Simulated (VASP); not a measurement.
# KI (I4/mmm) in VASP: notebook

KI is run at these levels: PBE; tasks: single point.

Program: VASP 6.6.1. These are calculated values, not measurements. Logs are shortened: lines on timing, memory, paths and dates and some standing lists are left out, and cuts for length are marked.

### Step 1. The cell of the first run

The structure is tetragonal, space group I4/mmm (No. 139). Conventional cell: a = 4.860 Å, b = 4.860 Å, c = 7.225 Å, α = 90.00°, β = 90.00°, γ = 90.00°. K (site symmetry 4/mmm) has 6 I at 3.44 to 3.61 Å within 4.5 Å. Within 4.5 Å of I (site symmetry 4/mmm) lie 6 K at 3.44 to 3.61 Å.

### Step 2. Single point, PBE (strain -0.025 along x and y, +0.025 along z)

Input file INCAR:

```
SYSTEM = KI
  PREC = Accurate
  ENCUT = 520
  EDIFF = 1E-6
  ISMEAR = 0
  SIGMA = 0.05
  LREAL = .FALSE.
  LASPH = .TRUE.
  NELM = 100
  ALGO = Normal
  ISIF = 2
  LWAVE = .FALSE.
  LCHARG = .TRUE.
  GGA = PE
  LELF = .TRUE.
  LVHAR = .TRUE.
  NBANDS = 15
```

Input file KPOINTS:

```
Automatic mesh
0
G
  6 6 6
  0 0 0
```

Input file POSCAR:

```
KI
1.0
    0.0000000000      3.4364362500      3.6126637500
    3.4364362500      0.0000000000      3.6126637500
    3.4364362500      3.4364362500      0.0000000000
K I
1 1
Direct
    0.0000000000      0.0000000000      0.0000000000
    0.5000000000      0.5000000000      0.5000000000
```

Potentials or basis: VASP PAW PBE potentials, release 64 (K_sv, I).

On the command line:

```console
$ cat potpaw_PBE.64/K_sv/POTCAR potpaw_PBE.64/I/POTCAR > POTCAR
$ mpirun -np 1 vasp_std > vasp.out
```

OUTCAR:

```text
SYSTEM = KI
   PREC = Accurate
   ENCUT = 520
   EDIFF = 1E-6
   ISMEAR = 0
   LREAL = .FALSE.
   LASPH = .TRUE.
   NELM = 100
   ISIF = 2
   GGA = PE

 ion  position               nearest neighbor table
   1  0.000  0.000  0.000-   2 3.44   2 3.44   2 3.44   2 3.44   2 3.61   2 3.61
   2  0.500  0.500  0.500-   1 3.44   1 3.44   1 3.44   1 3.44   1 3.61   1 3.61

  LATTYP: Found a body centered tetragonal cell.
 ALAT       =     4.8598547510
 C/A-ratio  =     1.4867373348

  Lattice vectors:

 A1 = (  -3.4364362500,   0.0000000000,   3.6126637500)
 A2 = (   3.4364362500,   0.0000000000,   3.6126637500)
 A3 = (   0.0000000000,   3.4364362500,  -3.6126637500)

Analysis of symmetry for initial positions (statically):
=====================================================================
 Subroutine PRICEL returns:
 Original cell was already a primitive cell.

 Routine SETGRP: Setting up the symmetry group for a
 body centered tetragonal supercell.

 Subroutine GETGRP returns: Found 16 space group operations
 (whereof 16 operations were pure point group operations)
 out of a pool of 16 trial point group operations.

The static configuration has the point symmetry D_4h.

Analysis of symmetry for dynamics (positions and initial velocities):
=====================================================================
 Subroutine PRICEL returns:
 Original cell was already a primitive cell.

 Routine SETGRP: Setting up the symmetry group for a
 body centered tetragonal supercell.

 Subroutine GETGRP returns: Found 16 space group operations
 (whereof 16 operations were pure point group operations)
 out of a pool of 16 trial point group operations.

The dynamic configuration has the point symmetry D_4h.

 Subroutine INISYM returns: Found 16 space group operations
 (whereof 16 operations are pure point group operations),
 and found     1 'primitive' translations

----------------------------------------------------------------------------------------

                                     Primitive cell

  volume of cell :      85.3246

  direct lattice vectors                    reciprocal lattice vectors
     0.000000000  3.436436250  3.612663750    -0.145499571  0.145499571  0.138402031
     3.436436250  0.000000000  3.612663750     0.145499571 -0.145499571  0.138402031
     3.436436250  3.436436250  0.000000000     0.145499571  0.145499571 -0.138402031

  length of vectors
     4.986023814  4.986023814  4.859854751     0.247982605  0.247982605  0.247982605

  position of ions in fractional coordinates (direct lattice)
     0.000000000  0.000000000  0.000000000
     0.500000000  0.500000000  0.500000000

  ion indices of the primitive-cell ions
   primitive index   ion index
                 1           1
                 2           2

----------------------------------------------------------------------------------------

 KPOINTS: Automatic mesh

Automatic generation of k-mesh.
 Grid dimensions read from file:
 generate k-points for:    6    6    6

 Generating k-lattice:

  Cartesian coordinates                     Fractional coordinates (reciprocal lattice)
    -0.024249928  0.024249928  0.023067005     0.166666667  0.000000000  0.000000000
     0.024249928 -0.024249928  0.023067005     0.000000000  0.166666667  0.000000000
     0.024249928  0.024249928 -0.023067005     0.000000000  0.000000000  0.166666667

  Length of vectors
     0.041330434  0.041330434  0.041330434

  Shift w.r.t. Gamma in fractional coordinates (k-lattice)
     0.000000000  0.000000000  0.000000000

 Subroutine IBZKPT returns following result:
 ===========================================

 Found     30 irreducible k-points:

 Following reciprocal coordinates:
            Coordinates               Weight
  0.000000  0.000000  0.000000      1.000000
  0.166667 -0.000000  0.000000      8.000000
  0.333333 -0.000000  0.000000      8.000000
  0.500000 -0.000000  0.000000      4.000000
  0.166667  0.166667  0.000000      2.000000
  0.333333  0.166667  0.000000      8.000000
[... 16 lines left out ...]
  0.333333  0.000000  0.333333      4.000000
  0.500000 -0.000000  0.333333     16.000000
 [... further k-points ...]
   k-points           NKPTS =     30   k-points in BZ     NKDIM =     30   number of bands    NBANDS=     15
   number of dos      NEDOS =    301   number of ions     NIONS =      2
   total plane-waves  NPLWV =  57600
   dimension x,y,z NGX =    40 NGY =   40 NGZ =   36
   dimension x,y,z NGXF=    80 NGYF=   80 NGZF=   72
   ions per type =               1   1
   NGX,Y,Z   is equivalent  to a cutoff of  13.34, 13.34, 12.31 a.u.
   NGXF,Y,Z  is equivalent  to a cutoff of  26.67, 26.67, 24.63 a.u.
 SYSTEM =  KI
   PREC   = accura    normal or accurate (medium, high low for compatibility)
   ISTART =      0    job   : 0-new  1-cont  2-samecut
   ICHARG =      2    charge: 1-file 2-atom 10-const
   ISPIN  =      1    spin polarized calculation?
   LNONCOLLINEAR =      F non collinear calculations
   LSORBIT =      F    spin-orbit coupling
   LASPH  =      T    aspherical Exc in radial PAW
   ENCUT  =  520.0 eV  38.22 Ry    6.18 a.u.   9.27  9.27  9.04*2*pi/ulx,y,z
   NELM   =    100;   NELMIN=  2; NELMDL= -5     # of ELM steps
   EDIFF  = 0.1E-05   stopping-criterion for ELM
   LREAL  =      F    real-space projection
   EDIFFG = 0.1E-04   stopping-criterion for IOM
   NSW    =      0    number of steps for IOM
   IBRION =     -1    ionic relax: 0-MD 1-quasi-New 2-CG
   NFREE  =      0    steps in history (QN), initial steepest desc. (CG)
   ISIF   =      2    stress and relaxation
   ISYM   =      2    0-nonsym 1-usesym 2-fastsym
   POTIM  = 0.5000    time-step for ionic-motion
   TEBEG  =    0.0;   TEEND  =   0.0 temperature during run
   PSTRESS=    0.0 pullay stress
   NELECT =      16.0000    total number of electrons
   NUPDOWN=      -1.0000    fix difference up-down
   EMIN   =  10.00;   EMAX   =-10.00  energy-range for DOS
   EFERMI =   0.00;   METHOD = LEGACY
   ISMEAR =     0;   SIGMA  =   0.05  broadening in eV -4-tet -1-fermi 0-gaus
   EFERMI_NEDOS =   21; number of points for ismear=-14 and -15
   IALGO  =     38    algorithm
   IMIX   =      4    mixing-type and parameters
     AMIX     =   0.40;   BMIX     =  1.00
     AMIX_MAG =   1.60;   BMIX_MAG =  1.00
  volume/ion in A,a.u.               =      42.66       287.90
  Fermi-wavevector in a.u.,A,eV,Ry     =   0.937037  1.770743 11.946439  0.878039
  Thomas-Fermi vector in A             =   2.064107
   LORBIT       =      0    0 simple, 1 ext, 2 COOP (PROOUT), +10 PAW based schemes
   GGA     = PE    functional components
   LHFCALC =     F    Hartree Fock is set to
   AEXX    =    0.0000 exact exchange contribution
   IVDW    =     0    specifies the selected vdW correction
   LEPSILON=     F    determine dielectric tensor
   LRPA    =     F    only Hartree local field effects (RPA)
 non-spin polarized calculation
 Gauss-broadening in eV      SIGMA  =   0.05
  energy-cutoff  :      520.00
  volume of cell :       85.32
 maximum number of plane-waves:      2317
 NGX is ok and might be reduce to    40
   NGX = 19   NGY = 19   NGZ = 19

 number of electron      15.9999999 magnetization

 Free energy of the ion-electron system (eV)
  ---------------------------------------------------
  ext. energy  EPLUGINS =         0.00000000
  ---------------------------------------------------
  free energy    TOTEN  =        -5.52782055 eV

  energy without entropy =       -5.52782055  energy(sigma->0) =       -5.52782055

 E-fermi :   0.0398     XC(G=0):  -7.3044

 val. band max:       -0.2336631917   @ k =   0.0000   0.0000   0.0000
 cond. band min:       3.7945697024   @ k =   0.0000   0.0000   0.0000
 fundamental gap:      4.0282328940
 Fermi energy:         0.0397833952

 k-point     1 :       0.0000    0.0000    0.0000
  band No.  band energies     occupation
      1     -28.6822      2.00000
      2     -12.1762      2.00000
      3     -12.1762      2.00000
      4     -12.1748      2.00000
      5     -10.7974      2.00000
      6      -0.2539      2.00000
      7      -0.2337      2.00000
      8      -0.2337      2.00000
      9       3.7946      0.00000
     10       6.0419      0.00000
     11       6.3482      0.00000
     12       6.3482      0.00000
     13       6.8962      0.00000
     14       7.0783      0.00000
     15       9.5941      0.00000

 k-point     2 :       0.1667   -0.0000    0.0000
  band No.  band energies     occupation
      1     -28.6815      2.00000
      2     -12.2285      2.00000
      3     -12.1766      2.00000
      4     -12.1759      2.00000
      5     -10.7086      2.00000
      6      -0.6847      2.00000
      7      -0.3490      2.00000
      8      -0.3316      2.00000
      9       4.4306      0.00000
     10       6.1516      0.00000
     11       6.4756      0.00000
     12       6.6401      0.00000
     13       7.2339      0.00000
     14       7.4236      0.00000
     15      10.4932      0.00000

 k-point     3 :       0.3333   -0.0000    0.0000
  band No.  band energies     occupation
      1     -28.6803      2.00000
      2     -12.3196      2.00000
      3     -12.1796      2.00000
      4     -12.1754      2.00000
      5     -10.5427      2.00000
      6      -1.3614      2.00000
      7      -0.5345      2.00000
      8      -0.5128      2.00000
      9       5.1541      0.00000
     10       6.8534      0.00000
     11       7.1752      0.00000
     12       7.3799      0.00000
     13       8.1381      0.00000
     14       8.3040      0.00000
     15       9.5164      0.00000

 k-point     4 :       0.5000   -0.0000    0.0000
  band No.  band energies     occupation
      1     -28.6796      2.00000
      2     -12.3599      2.00000
      3     -12.1811      2.00000
      4     -12.1750      2.00000
      5     -10.4637      2.00000
      6      -1.6421      2.00000
      7      -0.6203      2.00000
      8      -0.5973      2.00000
      9       5.3111      0.00000
     10       7.5538      0.00000
     11       7.8003      0.00000
     12       8.1748      0.00000
     13       8.5156      0.00000
     14       8.5396      0.00000
     15       9.1733      0.00000
[... 307 lines left out ...]
 k-point    22 :      -0.3333    0.5000    0.1667
  band No.  band energies     occupation
      1     -28.6791      2.00000
      2     -12.2360      2.00000
      3     -12.2164      2.00000
      4     -12.2031      2.00000
      5     -10.5793      2.00000
      6      -1.1865      2.00000
      7      -0.8224      2.00000
      8      -0.7916      2.00000
      9       5.4652      0.00000
     10       6.2773      0.00000
     11       7.2545      0.00000
     12       8.1658      0.00000
     13       8.3510      0.00000
     14       9.4491      0.00000
     15       9.8046      0.00000

 k-point    23 :       0.3333    0.0000    0.3333
  band No.  band energies     occupation
      1     -28.6795      2.00000
      2     -12.2582      2.00000
      3     -12.1969      2.00000
      4     -12.1886      2.00000
      5     -10.6039      2.00000
      6      -1.2482      2.00000
      7      -0.5916      2.00000
      8      -0.5491      2.00000
      9       4.9198      0.00000
     10       5.5445      0.00000
     11       7.6263      0.00000
     12       7.9988      0.00000
     13       8.5825      0.00000
     14       8.7358      0.00000
     15       9.9300      0.00000

 k-point    24 :       0.5000   -0.0000    0.3333
  band No.  band energies     occupation
      1     -28.6789      2.00000
      2     -12.2549      2.00000
      3     -12.2058      2.00000
      4     -12.1922      2.00000
      5     -10.5876      2.00000
      6      -1.2543      2.00000
      7      -0.8024      2.00000
      8      -0.6390      2.00000
      9       5.0442      0.00000
     10       6.0701      0.00000
     11       7.5824      0.00000
     12       8.0375      0.00000
     13       8.7788      0.00000
     14       9.1364      0.00000
     15       9.7739      0.00000

 [... further k-points ...]

------------------------ aborting loop because EDIFF is reached ----------------------------------------

  FORCE on cell =-STRESS in cart. coord.  units (eV):
  Direction    XX          YY          ZZ          XY          YZ          ZX
  --------------------------------------------------------------------------------------
  -------------------------------------------------------------------------------------
  Total        0.9004007      0.9004007      0.1232704      0.0000000     -0.0000000     -0.0000000
  in kB       16.9072224     16.9072224      2.3147033      0.0000000     -0.0000000     -0.0000000
  external PRESSURE =      12.0430494 kB  Pullay stress =       0.0000000 kB

 VOLUME and BASIS-vectors are now :
 -----------------------------------------------------------------------------
  energy-cutoff  :      520.00
  volume of cell :       85.32
      direct lattice vectors                 reciprocal lattice vectors
     0.000000000  3.436436250  3.612663750    -0.145499571  0.145499571  0.138402031
     3.436436250  0.000000000  3.612663750     0.145499571 -0.145499571  0.138402031
     3.436436250  3.436436250  0.000000000     0.145499571  0.145499571 -0.138402031

 POSITION                                       TOTAL-FORCE (eV/Angst)
 -----------------------------------------------------------------------------------
      0.00000      0.00000      0.00000         0.000000     -0.000000      0.000000
      3.43644      3.43644      3.61266        -0.000000      0.000000      0.000000
 -----------------------------------------------------------------------------------
    total drift:                                0.000000     -0.000000     -0.000000

  FREE ENERGIE OF THE ION-ELECTRON SYSTEM (eV)
  ---------------------------------------------------
  free  energy   TOTEN  =        -5.5278205518 eV

  energy  without entropy=       -5.5278205518  energy(sigma->0) =       -5.52782055
```

Run time: 32 s. Hardware: 1 thread of Intel Xeon Platinum 8488C (Sapphire Rapids), shared host; peak memory 0.24 GiB.

Results:

| Property | Result |
| --- | --- |
| Free energy | -5.5278 eV |
| Pressure | 1.2 GPa |
| Band gap on the k mesh | 4.03 eV, direct |

Caveat: the cell differs from its parent crystal (strain -0.025 along x and y, +0.025 along z); spin-orbit coupling is left out, which moves the levels of the heavy elements.

### Step 3. Single point, PBE (strain +0.000 along x and y, +0.025 along z)

Input file INCAR:

```
PREC     = Accurate       # precision mode
ENCUT    = 520            # plane-wave cutoff, eV
EDIFF    = 1E-6           # SCF threshold, eV
ISMEAR   = 0              # smearing method
SIGMA    = 0.05           # smearing width, eV
LREAL    = False          # projectors in reciprocal space
LASPH    = True           # aspherical terms in the spheres
NELM     = 80             # most SCF steps
ALGO     = Normal         # electronic algorithm
ISIF     = 2              # what is computed and relaxed
LWAVE    = False          # write WAVECAR
LCHARG   = True           # write CHGCAR
GGA      = PE             # functional
LELF     = True           # ELF
LVHAR    = True         
NBANDS   = 15             # bands
```

Input file KPOINTS:

```
regular mesh
0
Gamma
  6 6 6
```

Input file POSCAR:

```
KI
1.0
    0.0000000000      3.5245500000      3.6126637500
    3.5245500000      0.0000000000      3.6126637500
    3.5245500000      3.5245500000      0.0000000000
K I
1 1
Direct
    0.0000000000      0.0000000000      0.0000000000
    0.5000000000      0.5000000000      0.5000000000
```

Potentials or basis: VASP PAW PBE potentials, release 64 (K_sv, I).

On the command line:

```console
$ cat potpaw_PBE.64/K_sv/POTCAR potpaw_PBE.64/I/POTCAR > POTCAR
$ mpirun -np 1 vasp_std > vasp.out
```

OUTCAR:

```text
PREC = Accurate
   ENCUT = 520
   EDIFF = 1E-6
   ISMEAR = 0
   LREAL = False
   LASPH = True
   NELM = 80
   ISIF = 2
   GGA = PE

 ion  position               nearest neighbor table
   1  0.000  0.000  0.000-   2 3.52   2 3.52   2 3.52   2 3.52   2 3.61   2 3.61
   2  0.500  0.500  0.500-   1 3.52   1 3.52   1 3.52   1 3.52   1 3.61   1 3.61

  LATTYP: Found a body centered tetragonal cell.
 ALAT       =     4.9844664113
 C/A-ratio  =     1.4495689014

  Lattice vectors:

 A1 = (  -3.5245500000,   0.0000000000,   3.6126637500)
 A2 = (   3.5245500000,   0.0000000000,   3.6126637500)
 A3 = (   0.0000000000,   3.5245500000,  -3.6126637500)

Analysis of symmetry for initial positions (statically):
=====================================================================
 Subroutine PRICEL returns:
 Original cell was already a primitive cell.

 Routine SETGRP: Setting up the symmetry group for a
 body centered tetragonal supercell.

 Subroutine GETGRP returns: Found 16 space group operations
 (whereof 16 operations were pure point group operations)
 out of a pool of 16 trial point group operations.

The static configuration has the point symmetry D_4h.
[... 176 lines left out ...]
      6      -0.5093      2.00000
      7      -0.5050      2.00000
      8      -0.5050      2.00000
      9       3.4146      0.00000
     10       5.9014      0.00000
     11       6.0467      0.00000
     12       6.0467      0.00000
     13       6.6579      0.00000
     14       6.7496      0.00000
[... 401 lines left out ...]
      2     -12.5816      2.00000
      3     -12.5475      2.00000
      4     -12.5385      2.00000
      5     -10.8135      2.00000
      6      -1.4435      2.00000
      7      -1.0144      2.00000
      8      -0.8631      2.00000
      9       4.8360      0.00000
     10       5.6648      0.00000
     11       7.1812      0.00000
     12       7.6766      0.00000
     13       8.3558      0.00000
     14       8.7609      0.00000
     15       9.2845      0.00000

 [... further k-points ...]

------------------------ aborting loop because EDIFF is reached ----------------------------------------

  FORCE on cell =-STRESS in cart. coord.  units (eV):
  Direction    XX          YY          ZZ          XY          YZ          ZX
  --------------------------------------------------------------------------------------
  -------------------------------------------------------------------------------------
  Total        0.3384389      0.3384389      0.0166261      0.0000000      0.0000000      0.0000000
  in kB        6.0412382      6.0412382      0.2967808      0.0000000      0.0000000      0.0000000
  external PRESSURE =       4.1264190 kB  Pullay stress =       0.0000000 kB

 VOLUME and BASIS-vectors are now :
 -----------------------------------------------------------------------------
  energy-cutoff  :      520.00
  volume of cell :       89.76
      direct lattice vectors                 reciprocal lattice vectors
     0.000000000  3.524550000  3.612663750    -0.141862082  0.141862082  0.138402031
     3.524550000  0.000000000  3.612663750     0.141862082 -0.141862082  0.138402031
     3.524550000  3.524550000  0.000000000     0.141862082  0.141862082 -0.138402031

 POSITION                                       TOTAL-FORCE (eV/Angst)
 -----------------------------------------------------------------------------------
      0.00000      0.00000      0.00000         0.000000     -0.000000      0.000000
      3.52455      3.52455      3.61266        -0.000000      0.000000     -0.000000
 -----------------------------------------------------------------------------------
    total drift:                                0.000000     -0.000000     -0.000000

  FREE ENERGIE OF THE ION-ELECTRON SYSTEM (eV)
  ---------------------------------------------------
  free  energy   TOTEN  =        -5.5587128539 eV

  energy  without entropy=       -5.5587128539  energy(sigma->0) =       -5.55871285
```

Run time: 34 s. Hardware: 1 thread of Intel Xeon Platinum 8488C (Sapphire Rapids), shared host; peak memory 0.25 GiB.

Results:

| Property | Result |
| --- | --- |
| Free energy | -5.5587 eV |
| Pressure | 0.4 GPa |
| Band gap on the k mesh | 3.92 eV, direct |

Caveat: the cell differs from its parent crystal (strain +0.000 along x and y, +0.025 along z); spin-orbit coupling is left out, which moves the levels of the heavy elements.

[end of part 1 of 2]
